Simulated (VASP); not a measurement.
## H: electric field gradients with PBE

H:

```xyz
2
Lattice="1.8932 0.0000 0.0000 -0.9466 1.6395 0.0000 0.0000 0.0000 1.8662" Properties=species:S:1:pos:R:3 pbc="T T T"
H     0.0000    1.0930    0.4665
H     0.9466    0.5465    1.3996
```

This cell differs from its parent crystal: volume scaled by 0.9405.

```
Program                : VASP 6.6.1
Task                   : electric field gradients
Functional             : PBE
Potentials or basis    : VASP PAW PBE potentials, release 64 (H)
Cutoff                 : 400 eV
k mesh                 : 17 × 17 × 9
Occupations            : fermi-dirac, width 0.05 eV
Spin                   : no spin polarisation
Dipole correction      : no
Further INCAR settings : ALGO = Normal; EDIFF = 1e-08; NBANDS = 8
```

- Pressure: 4.6 GPa
- Band gap on the k mesh: zero (band 1 reaches 7.42 eV, above the bottom of band 2 at -0.85 eV)

Stress tensor (GPa, compression positive):
```
4.53 0.00 0.00
0.00 4.53 0.00
0.00 0.00 4.88
```

Levels at points of the mesh, in eV from the Fermi level:
| k point | band 1 | band 2 | band 3 | band 4 |
| --- | --- | --- | --- | --- |
| (0.00, 0.00, 0.00) | -16.98 | 17.62 | 29.07 | 37.39 |

It took 6.6 s on 1 thread of Intel Xeon 8259CL (shared host), peak memory 0.1 GiB.

Caveat: the k points lie up to 0.37 Å⁻¹ apart; without QUAD_EFG the Cq values of the log hold for a quadrupole moment of 1 mb, not for the nuclei.
